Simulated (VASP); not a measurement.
# Nb3Si2O (P6_3/mmc) in VASP: single point with PBE

Aim: the single point of Nb3Si2O with PBE.

Everything below comes from runs of VASP 6.6.1. Logs are shortened: lines on timing, memory, paths and dates and some standing lists are left out, and cuts for length are marked.

## 1. The cell of the first run

Symmetry: P6_3/mmc, No. 194, hexagonal system. The conventional cell has a = 2.885 Å, b = 2.885 Å, c = 23.798 Å, α = 90.00°, β = 90.00°, γ = 120.00°. Within 3.0 Å of Nb (site symmetry 3m) lie 3 O at 2.29 Å and 3 Si at 2.75 Å and 6 Nb at 2.88 Å. Within 3.6 Å of Nb (site symmetry -3m) lie 6 Si at 2.75 Å and 6 Nb at 2.88 Å. Within 3.6 Å of Si (site symmetry 3m) lie 6 Nb at 2.75 Å and 6 Si at 2.88 Å. Within 3.0 Å of O (site symmetry -6m2) lie 6 Nb at 2.29 Å and 6 O at 2.88 Å.

## 2. Single point, PBE

The input, INCAR:

```
SYSTEM = Nb3Si2O
  ALGO = Normal
  EDIFF = 1E-6
  ENCUT = 520
  GGA = PE
  ISIF = 2
  ISMEAR = 0
  LASPH = .TRUE.
  LCHARG = .FALSE.
  LREAL = .FALSE.
  LWAVE = .FALSE.
  NBANDS = 65
  NELM = 80
  PREC = Accurate
  SIGMA = 0.2
```

The input, KPOINTS:

```
k-points
0
G
  6 6 1
  0 0 0
```

The input, POSCAR:

```
Nb3Si2O
1.0
    2.8846668209      0.0000000000      0.0000000000
   -1.4423334105      2.4981947484      0.0000000000
    0.0000000000      0.0000000000     23.7980783964
Nb Si O
6 4 2
Direct
    0.6666666667      0.3333333333      0.6841697378
    0.6666666667      0.3333333333      0.8158302622
    0.0000000000      0.0000000000      0.5000000000
    0.3333333333      0.6666666667      0.3158302622
    0.3333333333      0.6666666667      0.1841697378
    0.0000000000      0.0000000000      0.0000000000
    0.3333333333      0.6666666667      0.5922097971
    0.6666666667      0.3333333333      0.4077902029
    0.3333333333      0.6666666667      0.9077902029
    0.6666666667      0.3333333333      0.0922097971
    0.0000000000      0.0000000000      0.7500000000
    0.0000000000      0.0000000000      0.2500000000
```

Potentials or basis: VASP PAW PBE potentials, release 64 (Nb_sv, Si, O).

Started as:

```console
cat potpaw_PBE.64/Nb_sv/POTCAR potpaw_PBE.64/Si/POTCAR potpaw_PBE.64/O/POTCAR > POTCAR
mpirun -np 1 vasp_std > vasp.out
```

OUTCAR:

```text
SYSTEM = Nb3Si2O
   EDIFF = 1E-6
   ENCUT = 520
   GGA = PE
   ISIF = 2
   ISMEAR = 0
   LASPH = .TRUE.
   LREAL = .FALSE.
   NELM = 80
   PREC = Accurate

 ion  position               nearest neighbor table
   1  0.667  0.333  0.684-  11 2.29  11 2.29  11 2.29   7 2.75   7 2.75   7 2.75
   2  0.667  0.333  0.816-  11 2.29  11 2.29  11 2.29   9 2.75   9 2.75   9 2.75
   3  0.000  0.000  0.500-   7 2.75   8 2.75   8 2.75   7 2.75   8 2.75   7 2.75
   4  0.333  0.667  0.316-  12 2.29  12 2.29  12 2.29   8 2.75   8 2.75   8 2.75
   5  0.333  0.667  0.184-  12 2.29  12 2.29  12 2.29  10 2.75  10 2.75  10 2.75
   6  0.000  0.000  0.000-   9 2.75  10 2.75  10 2.75   9 2.75  10 2.75   9 2.75
   7  0.333  0.667  0.592-   1 2.75   1 2.75   1 2.75   3 2.75   3 2.75   3 2.75
   8  0.667  0.333  0.408-   4 2.75   4 2.75   4 2.75   3 2.75   3 2.75   3 2.75
   9  0.333  0.667  0.908-   2 2.75   2 2.75   2 2.75   6 2.75   6 2.75   6 2.75
  10  0.667  0.333  0.092-   5 2.75   5 2.75   5 2.75   6 2.75   6 2.75   6 2.75
  11  0.000  0.000  0.750-   1 2.29   2 2.29   1 2.29   2 2.29   1 2.29   2 2.29
  12  0.000  0.000  0.250-   4 2.29   5 2.29   4 2.29   5 2.29   4 2.29   5 2.29

  LATTYP: Found a hexagonal cell.
 ALAT       =     2.8846668209
 C/A-ratio  =     8.2498534056

  Lattice vectors:

 A1 = (   2.8846668209,   0.0000000000,   0.0000000000)
 A2 = (  -1.4423334105,   2.4981947484,   0.0000000000)
 A3 = (   0.0000000000,   0.0000000000,  23.7980783964)

Analysis of symmetry for initial positions (statically):
=====================================================================
 Subroutine PRICEL returns:
 Original cell was already a primitive cell.

 Routine SETGRP: Setting up the symmetry group for a
 hexagonal supercell.

 Subroutine GETGRP returns: Found 24 space group operations
 (whereof 12 operations were pure point group operations)
 out of a pool of 24 trial point group operations.

The static configuration has the point symmetry D_3d.
 The point group associated with its full space group is D_6h.

Analysis of symmetry for dynamics (positions and initial velocities):
=====================================================================
 Subroutine PRICEL returns:
 Original cell was already a primitive cell.

 Routine SETGRP: Setting up the symmetry group for a
 hexagonal supercell.

 Subroutine GETGRP returns: Found 24 space group operations
 (whereof 12 operations were pure point group operations)
 out of a pool of 24 trial point group operations.

The dynamic configuration has the point symmetry D_3d.
 The point group associated with its full space group is D_6h.

 Subroutine INISYM returns: Found 24 space group operations
 (whereof 12 operations are pure point group operations),
 and found     1 'primitive' translations

----------------------------------------------------------------------------------------

                                     Primitive cell

  volume of cell :     171.4999

  direct lattice vectors                    reciprocal lattice vectors
     2.884666821  0.000000000  0.000000000     0.346660485  0.200144524  0.000000000
    -1.442333411  2.498194748  0.000000000     0.000000000  0.400289049  0.000000000
     0.000000000  0.000000000 23.798078396     0.000000000  0.000000000  0.042020199

  length of vectors
     2.884666821  2.884666821 23.798078396     0.400289049  0.400289049  0.042020199

  position of ions in fractional coordinates (direct lattice)
     0.666666667  0.333333333  0.684169738
     0.666666667  0.333333333  0.815830262
     0.000000000  0.000000000  0.500000000
     0.333333333  0.666666667  0.315830262
     0.333333333  0.666666667  0.184169738
     0.000000000  0.000000000  0.000000000
     0.333333333  0.666666667  0.592209797
     0.666666667  0.333333333  0.407790203
     0.333333333  0.666666667  0.907790203
     0.666666667  0.333333333  0.092209797
     0.000000000  0.000000000  0.750000000
     0.000000000  0.000000000  0.250000000

  ion indices of the primitive-cell ions
   primitive index   ion index
                 1           1
                 2           2
                 3           3
                 4           4
                 5           5
                 6           6
                 7           7
                 8           8
                 9           9
                10          10
                11          11
                12          12

----------------------------------------------------------------------------------------

 KPOINTS: k-points

Automatic generation of k-mesh.
 Grid dimensions read from file:
 generate k-points for:    6    6    1

 Generating k-lattice:

  Cartesian coordinates                     Fractional coordinates (reciprocal lattice)
     0.057776748  0.033357421  0.000000000     0.166666667  0.000000000  0.000000000
     0.000000000  0.066714841  0.000000000     0.000000000  0.166666667  0.000000000
     0.000000000  0.000000000  0.042020199     0.000000000  0.000000000  1.000000000

  Length of vectors
     0.066714841  0.066714841  0.042020199

  Shift w.r.t. Gamma in fractional coordinates (k-lattice)
     0.000000000  0.000000000  0.000000000

 Subroutine IBZKPT returns following result:
 ===========================================

 Found      7 irreducible k-points:

 Following reciprocal coordinates:
            Coordinates               Weight
  0.000000  0.000000  0.000000      1.000000
  0.166667 -0.000000  0.000000      6.000000
  0.333333  0.000000  0.000000      6.000000
  0.500000  0.000000  0.000000      3.000000
  0.166667  0.166667  0.000000      6.000000
  0.333333  0.166667  0.000000     12.000000
  0.333333  0.333333  0.000000      2.000000
   k-points           NKPTS =      7   k-points in BZ     NKDIM =      7   number of bands    NBANDS=     65
   number of dos      NEDOS =    301   number of ions     NIONS =     12
   total plane-waves  NPLWV = 103680
   dimension x,y,z NGX =    24 NGY =   24 NGZ =  180
   dimension x,y,z NGXF=    48 NGYF=   48 NGZF=  360
   ions per type =               6   4   2
   NGX,Y,Z   is equivalent  to a cutoff of  13.83, 13.83, 12.57 a.u.
   NGXF,Y,Z  is equivalent  to a cutoff of  27.66, 27.66, 25.15 a.u.
 SYSTEM =  Nb3Si2O
   PREC   = accura    normal or accurate (medium, high low for compatibility)
   ISTART =      0    job   : 0-new  1-cont  2-samecut
   ICHARG =      2    charge: 1-file 2-atom 10-const
   ISPIN  =      1    spin polarized calculation?
   LNONCOLLINEAR =      F non collinear calculations
   LSORBIT =      F    spin-orbit coupling
   LASPH  =      T    aspherical Exc in radial PAW
   ENCUT  =  520.0 eV  38.22 Ry    6.18 a.u.   5.36  5.36 44.25*2*pi/ulx,y,z
   NELM   =     80;   NELMIN=  2; NELMDL= -5     # of ELM steps
   EDIFF  = 0.1E-05   stopping-criterion for ELM
   LREAL  =      F    real-space projection
   EDIFFG = 0.1E-04   stopping-criterion for IOM
   NSW    =      0    number of steps for IOM
   IBRION =     -1    ionic relax: 0-MD 1-quasi-New 2-CG
   NFREE  =      0    steps in history (QN), initial steepest desc. (CG)
   ISIF   =      2    stress and relaxation
   ISYM   =      2    0-nonsym 1-usesym 2-fastsym
   POTIM  = 0.5000    time-step for ionic-motion
   TEBEG  =    0.0;   TEEND  =   0.0 temperature during run
   PSTRESS=    0.0 pullay stress
   NELECT =     106.0000    total number of electrons
   NUPDOWN=      -1.0000    fix difference up-down
   EMIN   =  10.00;   EMAX   =-10.00  energy-range for DOS
   EFERMI =   0.00;   METHOD = LEGACY
   ISMEAR =     0;   SIGMA  =   0.20  broadening in eV -4-tet -1-fermi 0-gaus
   EFERMI_NEDOS =   21; number of points for ismear=-14 and -15
   IALGO  =     38    algorithm
   IMIX   =      4    mixing-type and parameters
     AMIX     =   0.40;   BMIX     =  1.00
     AMIX_MAG =   1.60;   BMIX_MAG =  1.00
  volume/ion in A,a.u.               =      14.29        96.44
  Fermi-wavevector in a.u.,A,eV,Ry     =   1.394512  2.635245 26.458746  1.944663
  Thomas-Fermi vector in A             =   2.518054
   LORBIT       =      0    0 simple, 1 ext, 2 COOP (PROOUT), +10 PAW based schemes
   GGA     = PE    functional components
   LHFCALC =     F    Hartree Fock is set to
   AEXX    =    0.0000 exact exchange contribution
   IVDW    =     0    specifies the selected vdW correction
   LEPSILON=     F    determine dielectric tensor
   LRPA    =     F    only Hartree local field effects (RPA)
 non-spin polarized calculation
 Gauss-broadening in eV      SIGMA  =   0.20
  energy-cutoff  :      520.00
  volume of cell :      171.50
 maximum number of plane-waves:      4697
 NGX is ok and might be reduce to    24
   NGX = 11   NGY = 11   NGZ = 89

 number of electron     105.9999988 magnetization

 Free energy of the ion-electron system (eV)
  ---------------------------------------------------
  ext. energy  EPLUGINS =         0.00000000
  ---------------------------------------------------
  free energy    TOTEN  =      -101.01776256 eV

  energy without entropy =     -100.90443821  energy(sigma->0) =     -100.96110038

 E-fermi :  11.6015     XC(G=0): -12.2702

 val. band max:       11.6011423666   @ k =   0.3333   0.3333   0.0000
 cond. band min:      11.8063950424   @ k =   0.1667   0.1667   0.0000
 fundamental gap:      0.2052526758
 Fermi energy:        11.6014895570

 k-point     1 :       0.0000    0.0000    0.0000
  band No.  band energies     occupation
      1     -43.8571      2.00000
      2     -43.8571      2.00000
      3     -43.8339      2.00000
      4     -43.8339      2.00000
      5     -43.0584      2.00000
      6     -43.0584      2.00000
[... 57 lines left out ...]
     64      14.1822      0.00000
     65      14.2479      0.00000

 k-point     2 :       0.1667   -0.0000    0.0000
  band No.  band energies     occupation
      1     -43.8086      2.00000
      2     -43.8086      2.00000
      3     -43.7862      2.00000
      4     -43.7862      2.00000
      5     -43.0108      2.00000
      6     -43.0108      2.00000
[... 397 lines left out ...]
     64      13.5739      0.00000
     65      13.9139      0.00000

------------------------ aborting loop because EDIFF is reached ----------------------------------------

  FORCE on cell =-STRESS in cart. coord.  units (eV):
  Direction    XX          YY          ZZ          XY          YZ          ZX
  --------------------------------------------------------------------------------------
  -------------------------------------------------------------------------------------
  Total       -0.2425314     -0.2425314     -0.0685766      0.0000000      0.0000000      0.0000000
  in kB       -2.2657645     -2.2657645     -0.6406527      0.0000000      0.0000000      0.0000000
  external PRESSURE =      -1.7240606 kB  Pullay stress =       0.0000000 kB

 VOLUME and BASIS-vectors are now :
 -----------------------------------------------------------------------------
  energy-cutoff  :      520.00
  volume of cell :      171.50
      direct lattice vectors                 reciprocal lattice vectors
     2.884666821  0.000000000  0.000000000     0.346660485  0.200144524  0.000000000
    -1.442333411  2.498194748  0.000000000     0.000000000  0.400289049  0.000000000
     0.000000000  0.000000000 23.798078396     0.000000000  0.000000000  0.042020199

 POSITION                                       TOTAL-FORCE (eV/Angst)
 -----------------------------------------------------------------------------------
      1.44233      0.83273     16.28193         0.000000     -0.000000     -0.019706
      1.44233      0.83273     19.41519         0.000000     -0.000000      0.019706
      0.00000      0.00000     11.89904        -0.000000      0.000000      0.000000
     -0.00000      1.66546      7.51615        -0.000000      0.000000      0.019706
     -0.00000      1.66546      4.38289        -0.000000      0.000000     -0.019706
      0.00000      0.00000      0.00000        -0.000000      0.000000      0.000000
     -0.00000      1.66546     14.09346         0.000000      0.000000      0.003068
      1.44233      0.83273      9.70462        -0.000000      0.000000     -0.003068
     -0.00000      1.66546     21.60366         0.000000      0.000000     -0.003068
      1.44233      0.83273      2.19442        -0.000000      0.000000      0.003068
      0.00000      0.00000     17.84856        -0.000000      0.000000      0.000000
      0.00000      0.00000      5.94952         0.000000      0.000000      0.000000
 -----------------------------------------------------------------------------------
    total drift:                                0.000000     -0.000000      0.000000

  FREE ENERGIE OF THE ION-ELECTRON SYSTEM (eV)
  ---------------------------------------------------
  free  energy   TOTEN  =      -101.0177625589 eV

  energy  without entropy=     -100.9044382051  energy(sigma->0) =     -100.96110038
```

Run time: 82 s. Hardware: 1 thread of Intel Xeon 6975P-C (Granite Rapids), shared host; peak memory 0.33 GiB.

What came out:

```yaml
Free_energy: -101.0178 eV
Pressure: -0.2 GPa
Largest_force: 0.020 eV/Å
Band_gap_on_the_k_mesh: zero (bands 53 and 54 overlap by 0.93 eV)
```

Forces on the atoms (eV/Å):
```
Nb   0.000  0.000 -0.020
Nb   0.000  0.000  0.020
Nb   0.000  0.000  0.000
Nb   0.000  0.000  0.020
Nb   0.000  0.000 -0.020
Nb   0.000  0.000  0.000
Si   0.000  0.000  0.003
Si   0.000  0.000 -0.003
Si   0.000  0.000 -0.003
Si   0.000  0.000  0.003
O    0.000  0.000  0.000
O    0.000  0.000  0.000
```

Caveat: the k points lie up to 0.42 Å⁻¹ apart, too coarse for converged energies and pressures of a metal.
